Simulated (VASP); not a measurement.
**MgGe2: single point with PBE**

The system is MgGe2.

```
Mg Ge
1.0
     0.00000    3.95130    3.95130
     3.95130    0.00000    3.95130
     3.95130    3.95130    0.00000
Mg Ge
2 4
Cartesian
  0.0000 0.0000 0.0000
  1.9756 1.9756 1.9756
  4.9391 4.9391 4.9391
  4.9391 2.9635 2.9635
  2.9635 2.9635 4.9391
  2.9635 4.9391 2.9635
```

```yaml
Program: VASP 6.6.1
Task: single point
Functional: PBE
Potentials_or_basis: VASP PAW PBE potentials, release 64 (Mg, Ge_d)
Cutoff: 520 eV
k_mesh: 8 × 8 × 8
Occupations: gaussian, width 0.1 eV
Spin: no spin polarisation
```

| Quantity | Value |
| --- | --- |
| Pressure | 0.0 GPa |
| Band gap on the k mesh | zero (band 30 reaches 5.52 eV, above the bottom of band 31 at 3.48 eV) |

Levels at points of the mesh, in eV from the Fermi level:
```csv
k point,band 26,band 27,band 28,band 29,band 30,band 31,band 32,band 33,band 34,band 35
"(0.00, 0.00, 0.00)",-3.84,-3.84,-3.84,-2.06,-1.83,-1.83,1.00,1.00,1.00,2.38
"(0.50, 0.00, 0.00)",-3.46,-3.46,-0.97,-0.46,0.09,0.09,0.18,0.18,0.65,3.61
"(0.50, 0.50, 0.00)",-4.91,-0.06,-0.06,0.14,0.14,0.48,0.48,0.57,0.57,3.64
```

It took 100 s on 1 thread of Intel(R) Xeon(R) Platinum 8375C CPU @ 2.90GHz (Ice Lake), with other jobs on the host, peak memory 0.32 GiB.
